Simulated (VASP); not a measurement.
Na, 1 atom in the cell. Symmetry: Pm-3m, No. 221, cubic system. The conventional cell has a = 7.093 Å, b = 7.093 Å, c = 7.093 Å, α = 90.00°, β = 90.00°, γ = 90.00°. This isn't the form of Na at room conditions, which is bcc. This cell differs from its parent crystal: strained.

```yaml
Program: VASP 6.6.1
Task: single point
Functional: r2SCAN
Potentials_or_basis: VASP PAW PBE potentials, release 64 (Na_pv)
Cutoff: 520 eV
k_mesh: 6 × 6 × 6
Occupations: gaussian, width 0.1 eV
Spin: no spin polarisation
Dipole_correction: no
Further_INCAR_settings: ALGO = Normal; EDIFF = 1e-06; NBANDS = 10
```

Potentials or basis: VASP PAW PBE potentials, release 64 (Na_pv).

Command:

```sh
$ cat potpaw_PBE.64/Na_pv/POTCAR > POTCAR
$ cp INCAR.step1 INCAR
$ mpirun -np 1 vasp_std > vasp.out
$ cp INCAR.step2 INCAR
$ mpirun -np 1 vasp_std > vasp.out
```

Hardware: 1 thread of Intel(R) Xeon(R) 6975P-C (Granite Rapids), on a shared host.

Q: How long does it take, and how much memory?

A: It took 3.1 min on 1 thread of Intel(R) Xeon(R) 6975P-C (Granite Rapids), on a shared host, peak memory 0.44 GiB. Counts: k points 20.
